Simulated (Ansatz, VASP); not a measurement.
# Hg in VASP and in Ansatz

```
CELL_PARAMETERS angstrom
0.00000 3.33034 3.33034
3.33034 0.00000 3.33034
3.33034 3.33034 0.00000
ATOMIC_POSITIONS crystal
Hg 0.78500 0.90500 0.90500
Hg 0.21500 0.09500 0.09500
```

Change from the starting cell: shortest bond scaled by 0.76, crystal datasets.

Alike in both runs: task electric field gradients; functional PBE; k mesh 8 × 8 × 8; occupations fermi-dirac, width 0.05 eV; no spin polarisation.

|  | VASP | Ansatz |
| --- | --- | --- |
| version | VASP 6.6.1 | Ansatz 0.2.0 |
| potentials or method | VASP PAW PBE potentials, release 64 (Hg), cutoff 520 eV | all-electron PAW with datasets made for the crystal, scalar-relativistic |

Ansatz gave:

```
pressure (GPa)                                                : 16.3
traceless stress, the component that is largest in VASP (GPa) : -18.21
rms of the force components (eV/Å)                            : 6.494
size of Vzz on the site where it differs most (V/Å²)          : 345.0
```

Task: Which values does VASP return?

Result: Pressure (GPa): 17.5; traceless stress, the component that is largest in VASP (GPa): -19.39; rms of the force components (eV/Å): 6.918; size of Vzz on the site where it differs most (V/Å²): 542.7.

Atom by atom the forces differ by 0.425 eV/Å (rms over components). Ansatz ran all-electron here, and VASP with PAW potentials.

Spin-orbit coupling is off throughout.
